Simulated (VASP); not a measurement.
Runs of VASP 6.6.1 on BN. The structure is that of space group P6_3mc (No. 186), or close to it. The cells are those of the table. 

```tsv
cell	gap on the mesh (eV)	pressure (GPa)	largest force (eV/Å)
a = 2.536, b = 2.536, c = 4.199 Å, angles 90.0, 90.0, 120.0°, 4 atoms	5.20	8.3	0.06
a = 2.466, b = 2.466, c = 4.084 Å, angles 90.0, 90.0, 120.0°, 4 atoms	5.05	47.4	0.14
a = 2.602, b = 2.602, c = 4.308 Å, angles 90.0, 90.0, 120.0°, 4 atoms	5.31	-18.8	0.01
a = 2.569, b = 2.569, c = 4.254 Å, angles 90.0, 90.0, 120.0°, 4 atoms	(b)	-6.5	(c)
a = 2.502, b = 2.502, c = 4.142 Å, angles 90.0, 90.0, 120.0°, 4 atoms	5.13	26.0	0.10
a = 2.634, b = 2.634, c = 4.361 Å, angles 90.0, 90.0, 120.0°, 4 atoms	5.35	(a)	0.04
a = 2.430, b = 2.430, c = 4.024 Å, angles 90.0, 90.0, 120.0°, 4 atoms	4.95	(d)	0.19
```

Alike in all rows: task single point; level PBE; potentials or basis VASP PAW PBE potentials, release 64 (B, N); no spin polarisation; k mesh 12 × 12 × 6; cutoff (eV) 520; smearing gaussian 0.01 eV.

Fill in the values left out.

(a) -29.0; (b) 5.26; (c) 0.02; (d) 73.1.

A k mesh can miss the band edges.
